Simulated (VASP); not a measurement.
# Rb (I4/mmm) in VASP: a series of runs

The runs below take Rb through single point, with PBE.

Program: VASP 6.6.1. These are calculated values, not measurements. Logs are shortened: lines on timing, memory, paths and dates and some standing lists are left out, and cuts for length are marked.

## 1. The cell of the first run

The structure is tetragonal, space group I4/mmm (No. 139). The conventional cell has a = 5.444 Å, b = 5.444 Å, c = 6.160 Å, α = 90.00°, β = 90.00°, γ = 90.00°.

## 2. Single point, PBE (biaxial strain in the a-b plane: -4.0 %, then relaxed in part)

INCAR

```
SYSTEM = Rb
  ALGO = Fast
  EDIFF = 1E-6
  ENCUT = 520
  GGA = PE
  ISIF = 2
  ISMEAR = 0
  LASPH = .TRUE.
  LCHARG = .FALSE.
  LREAL = .FALSE.
  LWAVE = .FALSE.
  NBANDS = 16
  NELM = 80
  PREC = Accurate
  SIGMA = 0.1
```

KPOINTS

```
k-points
0
G
  10 10 10
  0 0 0
```

POSCAR

```
Rb
1.0
    5.4437386343      0.0000000000      0.0000000000
    0.0000000000      5.4437386343      0.0000000000
    0.0000000000      0.0000000000      6.1596047941
Rb
2
Direct
    0.0000000000      0.0000000000      0.0000000000
    0.5000000000      0.5000000000      0.5000000000
```

Potentials or basis: VASP PAW PBE potentials, release 64 (Rb_sv).

The run is started by

```bash
$ cat potpaw_PBE.64/Rb_sv/POTCAR > POTCAR
$ mpirun -np 1 vasp_std > vasp.out
```

OUTCAR:

```text
SYSTEM = Rb
   EDIFF = 1E-6
   ENCUT = 520
   GGA = PE
   ISIF = 2
   ISMEAR = 0
   LASPH = .TRUE.
   LREAL = .FALSE.
   NELM = 80
   PREC = Accurate

 ion  position               nearest neighbor table
   1  0.000  0.000  0.000-   2 4.93   2 4.93   2 4.93   2 4.93   2 4.93   2 4.93   2 4.93   2 4.93

   2  0.500  0.500  0.500-   1 4.93   1 4.93   1 4.93   1 4.93   1 4.93   1 4.93   1 4.93   1 4.93

  LATTYP: Found a simple tetragonal cell.
 ALAT       =     5.4437386343
 C/A-ratio  =     1.1315026690

  Lattice vectors:

 A1 = (   5.4437386343,   0.0000000000,   0.0000000000)
 A2 = (   0.0000000000,   5.4437386343,   0.0000000000)
 A3 = (   0.0000000000,   0.0000000000,   6.1596047941)

Analysis of symmetry for initial positions (statically):
=====================================================================
 Subroutine PRICEL returns following result:

  LATTYP: Found a body centered tetragonal cell.
 ALAT       =     5.4437386343
 C/A-ratio  =     1.1315026690

  Lattice vectors:

 A1 = (  -2.7218693171,  -2.7218693171,  -3.0798023970)
 A2 = (   2.7218693171,   2.7218693171,  -3.0798023970)
 A3 = (   2.7218693171,  -2.7218693171,   3.0798023970)

   2 primitive cells build up your supercell.

 Routine SETGRP: Setting up the symmetry group for a
 simple tetragonal supercell.

 Subroutine GETGRP returns: Found 16 space group operations
 (whereof 16 operations were pure point group operations)
 out of a pool of 16 trial point group operations.

The static configuration has the point symmetry D_4h.

Analysis of symmetry for dynamics (positions and initial velocities):
=====================================================================
 Subroutine PRICEL returns following result:

  LATTYP: Found a body centered tetragonal cell.
 ALAT       =     5.4437386343
 C/A-ratio  =     1.1315026690

  Lattice vectors:

 A1 = (  -2.7218693171,  -2.7218693171,  -3.0798023970)
 A2 = (   2.7218693171,   2.7218693171,  -3.0798023970)
 A3 = (   2.7218693171,  -2.7218693171,   3.0798023970)

   2 primitive cells build up your supercell.

 Routine SETGRP: Setting up the symmetry group for a
 simple tetragonal supercell.

 Subroutine GETGRP returns: Found 16 space group operations
 (whereof 16 operations were pure point group operations)
 out of a pool of 16 trial point group operations.

The dynamic configuration has the point symmetry D_4h.

 Subroutine INISYM returns: Found 16 space group operations
 (whereof 16 operations are pure point group operations),
 and found     2 'primitive' translations

----------------------------------------------------------------------------------------

                                     Primitive cell

  volume of cell :      91.2678

  direct lattice vectors                    reciprocal lattice vectors
    -2.721869317 -2.721869317 -3.079802397     0.000000000 -0.183697284 -0.162348078
     2.721869317  2.721869317 -3.079802397     0.183697284  0.000000000 -0.162348078
     2.721869317 -2.721869317  3.079802397     0.183697284 -0.183697284  0.000000000

  length of vectors
     4.929739138  4.929739138  4.929739138     0.245156257  0.245156257  0.259787190

  position of ions in fractional coordinates (direct lattice)
     0.000000000  0.000000000  0.000000000

  ion indices of the primitive-cell ions
   primitive index   ion index
                 1           1

----------------------------------------------------------------------------------------

 KPOINTS: k-points

Automatic generation of k-mesh.
 Grid dimensions read from file:
 generate k-points for:   10   10   10

 Generating k-lattice:

  Cartesian coordinates                     Fractional coordinates (reciprocal lattice)
     0.018369728  0.000000000  0.000000000     0.100000000  0.000000000  0.000000000
     0.000000000  0.018369728  0.000000000     0.000000000  0.100000000  0.000000000
     0.000000000  0.000000000  0.016234808     0.000000000  0.000000000  0.100000000

  Length of vectors
     0.018369728  0.018369728  0.016234808

  Shift w.r.t. Gamma in fractional coordinates (k-lattice)
     0.000000000  0.000000000  0.000000000

 Subroutine IBZKPT returns following result:
 ===========================================

 Found    126 irreducible k-points:

 Following reciprocal coordinates:
            Coordinates               Weight
  0.000000  0.000000  0.000000      1.000000
  0.100000  0.000000  0.000000      4.000000
  0.200000  0.000000  0.000000      4.000000
  0.300000  0.000000  0.000000      4.000000
  0.400000  0.000000  0.000000      4.000000
  0.500000  0.000000  0.000000      2.000000
[... 16 lines left out ...]
  0.100000  0.000000  0.100000      8.000000
  0.200000  0.000000  0.100000      8.000000
 [... further k-points ...]
   k-points           NKPTS =    126   k-points in BZ     NKDIM =    126   number of bands    NBANDS=     16
   number of dos      NEDOS =    301   number of ions     NIONS =      2
   total plane-waves  NPLWV =  76800
   dimension x,y,z NGX =    40 NGY =   40 NGZ =   48
   dimension x,y,z NGXF=    80 NGYF=   80 NGZF=   96
   ions per type =               2
   NGX,Y,Z   is equivalent  to a cutoff of  12.22, 12.22, 12.96 a.u.
   NGXF,Y,Z  is equivalent  to a cutoff of  24.43, 24.43, 25.91 a.u.
 SYSTEM =  Rb
   PREC   = accura    normal or accurate (medium, high low for compatibility)
   ISTART =      0    job   : 0-new  1-cont  2-samecut
   ICHARG =      2    charge: 1-file 2-atom 10-const
   ISPIN  =      1    spin polarized calculation?
   LNONCOLLINEAR =      F non collinear calculations
   LSORBIT =      F    spin-orbit coupling
   LASPH  =      T    aspherical Exc in radial PAW
   ENCUT  =  520.0 eV  38.22 Ry    6.18 a.u.  10.12 10.12 11.45*2*pi/ulx,y,z
   NELM   =     80;   NELMIN=  2; NELMDL= -5     # of ELM steps
   EDIFF  = 0.1E-05   stopping-criterion for ELM
   LREAL  =      F    real-space projection
   EDIFFG = 0.1E-04   stopping-criterion for IOM
   NSW    =      0    number of steps for IOM
   IBRION =     -1    ionic relax: 0-MD 1-quasi-New 2-CG
   NFREE  =      0    steps in history (QN), initial steepest desc. (CG)
   ISIF   =      2    stress and relaxation
   ISYM   =      2    0-nonsym 1-usesym 2-fastsym
   POTIM  = 0.5000    time-step for ionic-motion
   TEBEG  =    0.0;   TEEND  =   0.0 temperature during run
   PSTRESS=    0.0 pullay stress
   NELECT =      18.0000    total number of electrons
   NUPDOWN=      -1.0000    fix difference up-down
   EMIN   =  10.00;   EMAX   =-10.00  energy-range for DOS
   EFERMI =   0.00;   METHOD = LEGACY
   ISMEAR =     0;   SIGMA  =   0.10  broadening in eV -4-tet -1-fermi 0-gaus
   EFERMI_NEDOS =   21; number of points for ismear=-14 and -15
   IALGO  =     68    algorithm
   IMIX   =      4    mixing-type and parameters
     AMIX     =   0.40;   BMIX     =  1.00
     AMIX_MAG =   1.60;   BMIX_MAG =  1.00
  volume/ion in A,a.u.               =      91.27       615.91
  Fermi-wavevector in a.u.,A,eV,Ry     =   0.756339  1.429274  7.783196  0.572049
  Thomas-Fermi vector in A             =   1.854437
   LORBIT       =      0    0 simple, 1 ext, 2 COOP (PROOUT), +10 PAW based schemes
   GGA     = PE    functional components
   LHFCALC =     F    Hartree Fock is set to
   AEXX    =    0.0000 exact exchange contribution
   IVDW    =     0    specifies the selected vdW correction
   LEPSILON=     F    determine dielectric tensor
   LRPA    =     F    only Hartree local field effects (RPA)
 non-spin polarized calculation
 RMM-DIIS sequential band-by-band and
 Gauss-broadening in eV      SIGMA  =   0.10
  energy-cutoff  :      520.00
  volume of cell :      182.54
 maximum number of plane-waves:      4944
   NGX = 21   NGY = 21   NGZ = 23

 number of electron      17.9999999 magnetization

 Free energy of the ion-electron system (eV)
  ---------------------------------------------------
  ext. energy  EPLUGINS =         0.00000000
  ---------------------------------------------------
  free energy    TOTEN  =        -1.87694636 eV

  energy without entropy =       -1.86889317  energy(sigma->0) =       -1.87291977

 E-fermi :   0.0196     XC(G=0):  -5.4590

 val. band max:        0.0013923753   @ k =   0.4000   0.4000   0.2000
 cond. band min:       0.0301219722   @ k =   0.4000   0.1000   0.5000
 fundamental gap:      0.0287295969
 Fermi energy:         0.0195528726

 k-point     1 :       0.0000    0.0000    0.0000
  band No.  band energies     occupation
      1     -28.8983      2.00000
      2     -28.8913      2.00000
      3     -13.0219      2.00000
      4     -12.9992      2.00000
      5     -12.9992      2.00000
      6     -12.9413      2.00000
[... 8 lines left out ...]
     15       3.6634      0.00000
     16       3.6635      0.00000

 k-point     2 :       0.1000    0.0000    0.0000
  band No.  band energies     occupation
      1     -28.8981      2.00000
      2     -28.8914      2.00000
      3     -13.0198      2.00000
      4     -13.0000      2.00000
      5     -12.9976      2.00000
      6     -12.9450      2.00000
[... 8 lines left out ...]
     15       3.5786      0.00000
     16       3.6095      0.00000

 k-point     3 :       0.2000    0.0000    0.0000
  band No.  band energies     occupation
      1     -28.8975      2.00000
      2     -28.8918      2.00000
      3     -13.0135      2.00000
      4     -13.0017      2.00000
      5     -12.9931      2.00000
      6     -12.9551      2.00000
[... 8 lines left out ...]
     15       3.4888      0.00000
     16       3.7106      0.00000

 k-point     4 :       0.3000    0.0000    0.0000
  band No.  band energies     occupation
      1     -28.8966      2.00000
      2     -28.8925      2.00000
      3     -13.0040      2.00000
      4     -13.0025      2.00000
      5     -12.9861      2.00000
      6     -12.9688      2.00000
[... 8 lines left out ...]
     15       3.3721      0.00000
     16       3.4661      0.00000
[... 324 lines left out ...]
 k-point    22 :       0.0000    0.0000    0.1000
  band No.  band energies     occupation
      1     -28.8982      2.00000
      2     -28.8915      2.00000
      3     -13.0205      2.00000
      4     -12.9978      2.00000
      5     -12.9978      2.00000
      6     -12.9432      2.00000
[... 8 lines left out ...]
     15       3.6255      0.00000
     16       3.6259      0.00000

 k-point    23 :       0.1000    0.0000    0.1000
  band No.  band energies     occupation
      1     -28.8980      2.00000
      2     -28.8916      2.00000
      3     -13.0194      2.00000
      4     -12.9977      2.00000
      5     -12.9963      2.00000
      6     -12.9503      2.00000
[... 8 lines left out ...]
     15       3.5258      0.00000
     16       3.5700      0.00000

 k-point    24 :       0.2000    0.0000    0.1000
  band No.  band energies     occupation
      1     -28.8974      2.00000
      2     -28.8920      2.00000
      3     -13.0169      2.00000
      4     -12.9961      2.00000
      5     -12.9919      2.00000
      6     -12.9623      2.00000
[... 8 lines left out ...]
     15       3.4549      0.00000
     16       3.5266      0.00000

 [... further k-points ...]
[... 5 lines left out ...]
  --------------------------------------------------------------------------------------
  -------------------------------------------------------------------------------------
  Total       -0.0098700     -0.0098700     -0.0016496      0.0000000     -0.0000000     -0.0000000
  in kB       -0.0866327     -0.0866327     -0.0144789      0.0000000     -0.0000000     -0.0000000
  external PRESSURE =      -0.0625814 kB  Pullay stress =       0.0000000 kB

 VOLUME and BASIS-vectors are now :
 -----------------------------------------------------------------------------
  energy-cutoff  :      520.00
  volume of cell :      182.54
      direct lattice vectors                 reciprocal lattice vectors
     5.443738634  0.000000000  0.000000000     0.183697284  0.000000000  0.000000000
     0.000000000  5.443738634  0.000000000     0.000000000  0.183697284  0.000000000
     0.000000000  0.000000000  6.159604794     0.000000000  0.000000000  0.162348078

 POSITION                                       TOTAL-FORCE (eV/Angst)
 -----------------------------------------------------------------------------------
      0.00000      0.00000      0.00000        -0.000000     -0.000000      0.000000
      2.72187      2.72187      3.07980         0.000000      0.000000     -0.000000
 -----------------------------------------------------------------------------------
    total drift:                                0.000000      0.000000     -0.000000

  FREE ENERGIE OF THE ION-ELECTRON SYSTEM (eV)
  ---------------------------------------------------
  free  energy   TOTEN  =        -1.8769463608 eV

  energy  without entropy=       -1.8688931741  energy(sigma->0) =       -1.87291977
```

Wall time 5.7 min (1 thread of Intel Xeon 8259CL, shared host); peak memory 0.44 GiB.

What came out:

```yaml
Free_energy: -1.8769 eV
Pressure: 0.0 GPa
Band_gap_on_the_k_mesh: zero (bands 9 and 10 overlap by 2.03 eV)
```

Levels at points of the mesh, in eV from the Fermi level:
| k point | band 6 | band 7 | band 8 | band 9 | band 10 | band 11 | band 12 | band 13 |
| --- | --- | --- | --- | --- | --- | --- | --- | --- |
| (0.00, 0.00, 0.00) | -12.96 | -12.96 | -12.96 | -1.98 | 1.05 | 1.43 | 2.48 | 3.52 |
| (0.50, 0.00, 0.00) | -13.00 | -12.99 | -12.99 | -0.52 | -0.52 | 2.30 | 2.30 | 2.54 |
| (0.50, 0.50, 0.00) | -13.00 | -12.97 | -12.97 | 0.37 | 0.37 | 0.96 | 0.96 | 2.19 |
| (0.00, 0.00, 0.50) | -12.99 | -12.99 | -12.99 | -0.81 | -0.81 | 2.32 | 2.32 | 3.30 |
| (0.50, 0.00, 0.50) | -12.99 | -12.96 | -12.96 | 0.16 | 0.16 | 0.69 | 0.69 | 2.81 |
| (0.50, 0.50, 0.50) | -13.01 | -13.00 | -13.00 | 1.21 | 1.21 | 1.34 | 1.34 | 1.34 |

Caveat: the cell differs from its parent crystal (biaxial strain in the a-b plane: -4.0 %, then relaxed in part).

## 3. Single point, PBE (biaxial strain in the a-b plane: -6.0 %, then relaxed in part)

INCAR

```
SYSTEM = Rb
ALGO = Fast
EDIFF = 1E-6
ENCUT = 520
GGA = PE
ISIF = 2
ISMEAR = 0
LASPH = .True.
LCHARG = .False.
LREAL = .False.
LWAVE = .False.
NBANDS = 16
NELM = 80
PREC = Accurate
SIGMA = 0.1
```

KPOINTS

```
k-points
0
Gamma
  10 10 10
  0 0 0
```

POSCAR

```
Rb
1.0
    5.3303274128      0.0000000000      0.0000000000
    0.0000000000      5.3303274128      0.0000000000
    0.0000000000      0.0000000000      6.4320448163
Rb
2
Direct
    0.0000000000      0.0000000000      0.0000000000
    0.5000000000      0.5000000000      0.5000000000
```

Potentials or basis: VASP PAW PBE potentials, release 64 (Rb_sv).

The run is started by

```bash
$ cat potpaw_PBE.64/Rb_sv/POTCAR > POTCAR
$ mpirun -np 1 vasp_std > vasp.out
```

It took 6.6 min on 1 thread of Intel Xeon 8259CL, shared host; peak memory 0.44 GiB.

Results (log left out):

```yaml
Free_energy: -1.8772 eV
Pressure: 0.0 GPa
Band_gap_on_the_k_mesh: zero (bands 9 and 10 overlap by 2.09 eV)
```

Levels at points of the mesh, in eV from the Fermi level:
```tsv
k point	band 6	band 7	band 8	band 9	band 10	band 11	band 12	band 13
(0.00, 0.00, 0.00)	-12.96	-12.96	-12.96	-1.98	0.94	1.53	2.13	3.50
(0.50, 0.00, 0.00)	-13.00	-12.98	-12.98	-0.45	-0.45	2.27	2.27	2.32
(0.50, 0.50, 0.00)	-12.99	-12.97	-12.97	0.45	0.45	1.08	1.08	2.05
(0.00, 0.00, 0.50)	-12.98	-12.98	-12.98	-0.90	-0.90	2.35	2.35	3.44
(0.50, 0.00, 0.50)	-12.98	-12.96	-12.96	0.15	0.15	0.67	0.67	2.96
(0.50, 0.50, 0.50)	-13.01	-13.00	-13.00	1.19	1.19	1.39	1.39	1.39
```

Caveat: the cell differs from its parent crystal (biaxial strain in the a-b plane: -6.0 %, then relaxed in part).

## 4. Single point, PBE (biaxial strain in the a-b plane: +4.0 %, then relaxed in part)

INCAR

```
SYSTEM = Rb
ALGO     = Fast           ! electronic algorithm
EDIFF    = 1E-6           ! SCF threshold, eV
ENCUT    = 520            ! plane-wave cutoff, eV
GGA      = PE             ! functional
ISIF     = 2              ! what is computed and relaxed
ISMEAR   = 0              ! smearing method
LASPH    = .True.         ! aspherical terms in the spheres
LCHARG   = .False.        ! write CHGCAR
LREAL    = .False.        ! projectors in reciprocal space
LWAVE    = .False.        ! write WAVECAR
NBANDS   = 16             ! bands
NELM     = 100            ! most SCF steps
PREC     = Accurate       ! precision mode
SIGMA    = 0.1            ! smearing width, eV
```

KPOINTS is that of step 3.

POSCAR

```
Rb
1.0
    5.8973835205      0.0000000000      0.0000000000
    0.0000000000      5.8973835205      0.0000000000
    0.0000000000      0.0000000000      5.3368902181
Rb
2
Direct
    0.0000000000      0.0000000000      0.0000000000
    0.5000000000      0.5000000000      0.5000000000
```

The run is started by

```bash
$ cat potpaw_PBE.64/Rb_sv/POTCAR > POTCAR
$ mpirun -np 1 vasp_std > vasp.out
```

Wall time 7.2 min (1 thread of Intel Xeon 8259CL, shared host); peak memory 0.49 GiB.

It converged, with:

| Item | Value |
| --- | --- |
| Free energy | -1.8742 eV |
| Pressure | 0.0 GPa |
| Band gap on the k mesh | zero (bands 9 and 10 overlap by 1.95 eV) |

Levels at points of the mesh, in eV from the Fermi level:
| k point | band 7 | band 8 | band 9 | band 10 | band 11 | band 12 |
| --- | --- | --- | --- | --- | --- | --- |
| (0.00, 0.00, 0.00) | -12.96 | -12.96 | -1.95 | 1.15 | 1.38 | 2.89 |
| (0.50, 0.00, 0.00) | -12.98 | -12.98 | -0.68 | -0.68 | 2.30 | 2.30 |
| (0.50, 0.50, 0.00) | -12.95 | -12.95 | 0.12 | 0.12 | 0.62 | 0.62 |
| (0.00, 0.00, 0.50) | -12.99 | -12.99 | -0.43 | -0.43 | 2.36 | 2.36 |
| (0.50, 0.00, 0.50) | -12.96 | -12.96 | 0.31 | 0.31 | 0.86 | 0.86 |
| (0.50, 0.50, 0.50) | -13.00 | -13.00 | 1.27 | 1.27 | 1.27 | 1.27 |

Caveat: the cell differs from its parent crystal (biaxial strain in the a-b plane: +4.0 %, then relaxed in part).

## 5. Single point, PBE (biaxial strain in the a-b plane: +6.0 %, then relaxed in part)

INCAR

```
PREC     = Accurate       # precision mode
ENCUT    = 520            # plane-wave cutoff, eV
EDIFF    = 1E-6           # SCF threshold, eV
ISMEAR   = 0              # smearing method
SIGMA    = 0.1            # smearing width, eV
LREAL    = F              # projectors in reciprocal space
LASPH    = T              # aspherical terms in the spheres
NELM     = 80             # most SCF steps
ALGO     = Fast           # electronic algorithm
ISIF     = 2              # what is computed and relaxed
LWAVE    = F              # write WAVECAR
LCHARG   = T              # write CHGCAR
GGA      = PE             # functional
LELF     = T              # ELF
LVHAR    = T            
NBANDS   = 16             # bands
```

KPOINTS

```
regular mesh
0
Gamma
  10 10 10
```

POSCAR

```
Rb
1.0
    6.0107947421      0.0000000000      0.0000000000
    0.0000000000      6.0107947421      0.0000000000
    0.0000000000      0.0000000000      5.2356706914
Rb
2
Direct
    0.0000000000      0.0000000000      0.0000000000
    0.5000000000      0.5000000000      0.5000000000
```

The run is started by

```bash
$ cat potpaw_PBE.64/Rb_sv/POTCAR > POTCAR
$ mpirun -np 1 vasp_std > vasp.out
```

Run time: 7 min. Hardware: 1 thread of Intel Xeon 8259CL, shared host; peak memory 0.49 GiB.

It converged, with:

* Free energy: -1.8697 eV
* Pressure: -0.1 GPa
* Band gap on the k mesh: zero (bands 9 and 10 overlap by 1.97 eV)

Stress tensor (GPa, compression positive):
```
-0.14  0.00  0.00
 0.00 -0.14  0.00
 0.00  0.00  0.00
```

Levels at points of the mesh, in eV from the Fermi level:
```tsv
k point	band 6	band 7	band 8	band 9	band 10	band 11	band 12	band 13
(0.00, 0.00, 0.00)	-12.97	-12.97	-12.96	-1.91	1.12	1.41	2.74	2.74
(0.50, 0.00, 0.00)	-13.00	-12.99	-12.99	-0.70	-0.70	2.28	2.28	2.70
(0.50, 0.50, 0.00)	-12.99	-12.96	-12.96	0.08	0.08	0.57	0.57	3.13
(0.00, 0.00, 0.50)	-13.00	-13.00	-13.00	-0.34	-0.34	2.39	2.39	2.74
(0.50, 0.00, 0.50)	-12.99	-12.97	-12.97	0.36	0.36	0.89	0.89	2.37
(0.50, 0.50, 0.50)	-13.00	-13.00	-13.00	1.27	1.27	1.27	1.27	1.40
```

Caveat: the cell differs from its parent crystal (biaxial strain in the a-b plane: +6.0 %, then relaxed in part).

## 6. Summary

```tsv
cell	gap on the mesh (eV)	pressure (GPa)
a = 5.444, b = 5.444, c = 6.160 Å, 2 atoms	none	0.0
a = 5.330, b = 5.330, c = 6.432 Å, 2 atoms	none	0.0
a = 5.897, b = 5.897, c = 5.337 Å, 2 atoms	none	0.0
a = 6.011, b = 6.011, c = 5.236 Å, 2 atoms	none	-0.1
```

Alike in all rows: task single point; level PBE; potentials or basis VASP PAW PBE potentials, release 64 (Rb_sv); no spin polarisation; k mesh 10 × 10 × 10; cutoff (eV) 520; smearing gaussian 0.1 eV.

Absolute energies hang on the potentials; compare differences alone.

The gap in the log of VASP goes by the Fermi energy; the results here count the filled bands.